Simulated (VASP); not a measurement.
# Mo (Pm-3m) in VASP: a series of runs, part 2 of 2

VASP 6.6.1. The steps go on from the part before.

### Step 3. Single point, PBE

This run uses another cell than the first one, of 15.11 Å³/atom, 1.055 times its volume.

The input, INCAR:

```
PREC     = Accurate       # precision mode
ENCUT    = 500            # plane-wave cutoff, eV
EDIFF    = 1E-6           # SCF threshold, eV
ISMEAR   = -1             # smearing method
SIGMA    = 0.1            # smearing width, eV
LREAL    = False          # projectors in reciprocal space
LASPH    = True           # aspherical terms in the spheres
NELM     = 120            # most SCF steps
ALGO     = Normal         # electronic algorithm
ISIF     = 2              # what is computed and relaxed
LWAVE    = False          # write WAVECAR
LCHARG   = False          # write CHGCAR
GGA      = PE             # functional
NBANDS   = 13             # bands
GGA_COMPAT= False
```

The input, KPOINTS:

```
Automatic mesh
0
Gamma
  10 10 10
```

The input, POSCAR:

```
Mo
1.0
    2.4723890526      0.0000000000      0.0000000000
    0.0000000000      2.4723890526      0.0000000000
    0.0000000000      0.0000000000      2.4723890526
Mo
1
Direct
    0.0000000000      0.0000000000      0.0000000000
```

Potentials or basis: VASP PAW PBE potentials, release 64 (Mo_sv).

Command:

```sh
cat potpaw_PBE.64/Mo_sv/POTCAR > POTCAR
mpirun -np 1 vasp_std > vasp.out
```

OUTCAR:

```text
PREC = Accurate
   ENCUT = 500
   EDIFF = 1E-6
   ISMEAR = -1
   LREAL = False
   LASPH = True
   NELM = 120
   ISIF = 2
   GGA = PE

 ion  position               nearest neighbor table
   1  0.000  0.000  0.000-

  LATTYP: Found a simple cubic cell.
 ALAT       =     2.4723890526

  Lattice vectors:

 A1 = (   2.4723890526,   0.0000000000,   0.0000000000)
 A2 = (   0.0000000000,   2.4723890526,   0.0000000000)
 A3 = (   0.0000000000,   0.0000000000,   2.4723890526)

Analysis of symmetry for initial positions (statically):
=====================================================================
 Subroutine PRICEL returns:
 Original cell was already a primitive cell.

 Routine SETGRP: Setting up the symmetry group for a
 simple cubic supercell.

 Subroutine GETGRP returns: Found 48 space group operations
 (whereof 48 operations were pure point group operations)
 out of a pool of 48 trial point group operations.

The static configuration has the point symmetry O_h .

Analysis of symmetry for dynamics (positions and initial velocities):
[... 157 lines left out ...]

 val. band max:       13.0463087776   @ k =   0.4000   0.2000   0.1000
 cond. band min:      13.0924186851   @ k =   0.5000   0.4000   0.2000
 fundamental gap:      0.0461099075
 Fermi energy:        13.0572422754

 k-point     1 :       0.0000    0.0000    0.0000
  band No.  band energies     occupation
      1     -48.2022      2.00000
      2     -21.0531      2.00000
      3     -21.0531      2.00000
      4     -21.0531      2.00000
      5       6.0737      2.00000
      6       7.9934      2.00000
      7       7.9934      2.00000
      8      17.7336      0.00000
      9      17.7336      0.00000
     10      17.7336      0.00000
     11      29.8382      0.00000
     12      29.8382      0.00000
     13      29.8382      0.00000
[... 354 lines left out ...]
  band No.  band energies     occupation
      1     -47.9195      2.00000
      2     -22.5279      2.00000
      3     -21.1281      2.00000
      4     -21.1087      2.00000
      5       8.6911      2.00000
      6       9.3641      2.00000
      7      11.4345      2.00000
      8      14.1680      0.00003
      9      15.1377      0.00000
     10      17.0196      0.00000
     11      24.9349      0.00000
     12      30.4237      0.00000
     13      31.8785      0.00000

 [... further k-points ...]
[... 5 lines left out ...]
  --------------------------------------------------------------------------------------
  -------------------------------------------------------------------------------------
  Total        3.8664171      3.8664171      3.8664171     -0.0000000     -0.0000000      0.0000000
  in kB      409.8914435    409.8914435    409.8914435     -0.0000000     -0.0000000      0.0000000
  external PRESSURE =     409.8914435 kB  Pullay stress =       0.0000000 kB

 VOLUME and BASIS-vectors are now :
 -----------------------------------------------------------------------------
  energy-cutoff  :      500.00
  volume of cell :       15.11
      direct lattice vectors                 reciprocal lattice vectors
     2.472389053  0.000000000  0.000000000     0.404467088  0.000000000  0.000000000
     0.000000000  2.472389053  0.000000000     0.000000000  0.404467088  0.000000000
     0.000000000  0.000000000  2.472389053     0.000000000  0.000000000  0.404467088

 POSITION                                       TOTAL-FORCE (eV/Angst)
 -----------------------------------------------------------------------------------
      0.00000      0.00000      0.00000         0.000000      0.000000      0.000000
 -----------------------------------------------------------------------------------
    total drift:                               -0.000000      0.000000      0.000000

  FREE ENERGIE OF THE ION-ELECTRON SYSTEM (eV)
  ---------------------------------------------------
  free  energy   TOTEN  =        -9.5157405313 eV

  energy  without entropy=       -9.4709563409  energy(sigma->0) =       -9.49334844
```

Wall time 3.4 s (1 thread of Intel Xeon 6975P-C (Granite Rapids), shared host); peak memory 0.12 GiB.

Results:

- Free energy: -9.5157 eV
- Pressure: 41.0 GPa
- Band gap on the k mesh: zero (band 7 reaches 14.66 eV, above the bottom of band 8 at 12.05 eV)

Levels at points of the mesh, in eV from the Fermi level:
| k point | band 3 | band 4 | band 5 | band 6 | band 7 | band 8 | band 9 | band 10 | band 11 | band 12 |
| --- | --- | --- | --- | --- | --- | --- | --- | --- | --- | --- |
| (0.00, 0.00, 0.00) | -34.11 | -34.11 | -6.98 | -5.06 | -5.06 | 4.68 | 4.68 | 4.68 | 16.78 | 16.78 |
| (0.50, 0.00, 0.00) | -33.89 | -33.89 | -3.98 | -3.76 | 0.21 | 0.63 | 0.63 | 5.10 | 11.02 | 14.46 |
| (0.50, 0.50, 0.00) | -36.02 | -33.69 | -6.59 | -2.55 | 1.47 | 1.47 | 6.67 | 6.67 | 7.46 | 15.65 |
| (0.50, 0.50, 0.50) | -35.71 | -35.71 | -4.69 | -4.69 | -4.69 | 7.28 | 7.75 | 7.75 | 15.09 | 15.09 |
